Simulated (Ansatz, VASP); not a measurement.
# One calculation of GeSbTe3, two programs

The input INCAR:

```
SYSTEM = GeSbTe3
  PREC = Accurate
  ENCUT = 520
  EDIFF = 1E-6
  ISMEAR = 0
  SIGMA = 0.1
  LREAL = .FALSE.
  LASPH = .TRUE.
  NELM = 100
  ALGO = Normal
  ISIF = 2
  LWAVE = .FALSE.
  LCHARG = .FALSE.
  GGA = PS
  NBANDS = 26
```

Contents of KPOINTS:

```
regular mesh
0
G
  12 12 12
  0 0 0
```

File POSCAR:

```
GeSbTe3
1.0
    2.1034800504      1.2144447733      9.8714625907
   -2.1034800504      1.2144447733      9.8714625907
    0.0000000000     -2.4288895466      9.8714625907
Ge Sb Te
1 1 3
Direct
    0.5978230000      0.5978230000      0.5978230000
    0.3977000000      0.3977000000      0.3977000000
    0.9983600000      0.9983600000      0.9983600000
    0.7925750000      0.7925750000      0.7925750000
    0.2135430000      0.2135430000      0.2135430000
```

Input for Ansatz:

```yaml
crystal:
  lattice:
    - [2.1034800504, 1.2144447733, 9.8714625907]
    - [-2.1034800504, 1.2144447733, 9.8714625907]
    - [0.0, -2.4288895466, 9.8714625907]
  atoms:
    - { symbol: Ge, position: [0.597823, 0.597823, 0.597823] }
    - { symbol: Sb, position: [0.3977, 0.3977, 0.3977] }
    - { symbol: Te, position: [0.99836, 0.99836, 0.99836] }
    - { symbol: Te, position: [0.792575, 0.792575, 0.792575] }
    - { symbol: Te, position: [0.213543, 0.213543, 0.213543] }
basis:
  ecutwfc: 420
kpoints:
  mp_grid: { grid: [12, 12, 12] }
hamiltonian:
  xc: pbesol
scf:
  occupations: { method: gaussian, width: 0.1 }
output:
  forces: true
  stress: true
  eigenvalues: true
  populations: true
```

Alike in both runs: task single point; functional PBEsol; k mesh 12 × 12 × 12; occupations gaussian, width 0.1 eV; no spin polarisation.

|  | VASP | Ansatz |
| --- | --- | --- |
| version | VASP 6.6.1 | Ansatz 0.2.0 |
| potentials or method | VASP PAW PBE potentials, release 64 (Ge_d, Sb, Te), cutoff 520 eV | scalar-relativistic, plane waves, PAW |
| valence electrons in the cell | 37 | 77 |

Ansatz gave:

* gap on the k mesh at the Fermi level (eV): none
* pressure (GPa): -2.4
* traceless stress, the component that is largest in VASP (GPa): 0.45
* rms of the force components (eV/Å): 0.073

Q: What did VASP give for the same quantities?

A: gap on the k mesh at the Fermi level (eV): none; pressure (GPa): -2.4; traceless stress, the component that is largest in VASP (GPa): 0.46; rms of the force components (eV/Å): 0.066.

VASP's potentials were made for PBE, not for PBEsol. Atom by atom the forces differ by 0.008 eV/Å (rms over components). A gap of «none» marks a metal or a gap that the smearing closes. VASP's potentials hold 37 valence electrons a cell and Ansatz's 77, so a difference there can come from the potentials and not from the codes.

Neither program's run includes spin-orbit coupling.
